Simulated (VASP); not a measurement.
## LiCl: G0W0 quasiparticle levels with PBE

The system is LiCl.

```
CELL_PARAMETERS angstrom
0.00000 2.55604 2.55604
2.55604 0.00000 2.55604
2.55604 2.55604 0.00000
ATOMIC_POSITIONS crystal
Li 0.00000 0.00000 0.00000
Cl 0.50000 0.50000 0.50000
```

- Program: VASP 6.6.1
- Task: G0W0 quasiparticle levels
- Functional: PBE
- Potentials or basis: VASP PAW PBE potentials, release 64 (Li_GW, Cl_GW)
- Cutoff: 500 eV
- k mesh: 4 × 4 × 4
- Occupations: gaussian, width 0.01 eV
- Spin: no spin polarisation
- Dipole correction: no
- GW scheme: G0W0
- GW iterations: 1
- Cutoff of the response function: 140
- Frequency points: 96
- Empty bands: 125
- Further INCAR settings: ALGO = EVGW0; EDIFF = 1e-08; NBANDS = 129

| Item | Value |
| --- | --- |
| Quasiparticle gap | 8.93 eV |
| Least direct quasiparticle gap | 8.93 eV |
| Band gap of the starting levels on the mesh | 6.38 eV |
| Least direct gap of the starting levels on the mesh | 6.38 eV |

It took 44 s on 1 thread of Intel(R) Xeon(R) 6975P-C (Granite Rapids) (shared host), peak memory 0.31 GiB.

Caveat: the k points lie up to 0.53 Å⁻¹ apart; bands, screening cutoff and mesh are small and nothing is extrapolated, so the quasiparticle values aren't converged.
